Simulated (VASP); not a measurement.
SiC:

```xyz
12
Lattice="3.1557 0.0000 0.0000 -1.5779 2.7329 0.0000 0.0000 0.0000 15.4675" Properties=species:S:1:pos:R:3 pbc="T T T"
Si    1.5779    0.9110    7.0888
Si    0.0000    1.8219   14.8225
Si    1.5779    0.9110   12.2456
Si    0.0000    1.8219    4.5119
Si    0.0000    0.0000    9.6672
Si    0.0000    0.0000    1.9334
C     1.5779    0.9110    5.1553
C     0.0000    1.8219   12.8891
C     1.5779    0.9110   10.3122
C     0.0000    1.8219    2.5784
C     0.0000    0.0000    7.7338
C     0.0000    0.0000    0.0000
```

Program: VASP 6.6.1. Alike in all runs: task single point; potentials or basis VASP PAW PBE potentials, release 64 (Si, C); no spin polarisation; cell as given; k mesh 10 × 10 × 2; smearing fermi-dirac 0.05 eV.

Problem. Order these runs on this cell by their pressure, lowest first.
A. level RPBE+D3(BJ); cutoff (eV) 520
B. level PBE+D4; cutoff (eV) 520
C. level b88 exchange, pbe correlation; cutoff (eV) 600
D. level revPBE+D4; cutoff (eV) 520
E. level PBE exchange alone; cutoff (eV) 520

Solution. A (-27.4 GPa), D (-16.5 GPa), B (-14.4 GPa), C (-10.9 GPa), E (4.7 GPa).

Caveats: the cell stands under tension (at least some runs); the PAW data sets were made with another functional, which shifts forces and pressure a little (at least some runs); the cell stands under pressure (at least some runs); the dispersion term is far too large for a dense solid, which distorts pressure and volume (at least some runs).
